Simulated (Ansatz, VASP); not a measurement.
OsC2: VASP beside Ansatz

```
CELL_PARAMETERS angstrom
3.19551 0.00000 0.00000
-1.59775 2.76739 0.00000
0.00000 0.00000 10.29713
ATOMIC_POSITIONS crystal
Os 0.33333 0.66667 0.25000
Os 0.66667 0.33333 0.75000
C 0.33333 0.66667 0.66795
C 0.66667 0.33333 0.16795
C 0.33333 0.66667 0.83205
C 0.66667 0.33333 0.33205
```

Alike in both runs: functional PBE; k mesh 6 × 6 × 2; occupations gaussian, width 0.1 eV; no spin polarisation.

Ansatz relaxed the structure, and its values are those at the end. VASP's run is a single point on that final structure, the one shown.

```csv
,VASP,Ansatz
version,VASP 6.6.1,Ansatz 0.2.0
potentials or method,"VASP PAW PBE potentials, release 64 (Os_sv_GW, C), cutoff 700 eV","scalar-relativistic, plane waves, PAW"
valence electrons in the cell,48,48
```

Ansatz gave:

* gap on the k mesh at the Fermi level (eV): none
* pressure (GPa): -0.1
* rms of the force components (eV/Å): 0.009

Problem. What did VASP give for the same quantities?

Solution. gap on the k mesh at the Fermi level (eV): none; pressure (GPa): 0.1; rms of the force components (eV/Å): 0.016.

A gap of «none» marks a metal or a gap that the smearing closes. With one functional, cell and mesh, what is left measures potentials, basis and numerics.

The k mesh is coarse, so the values compare programs but aren't converged. Spin-orbit coupling is off throughout.
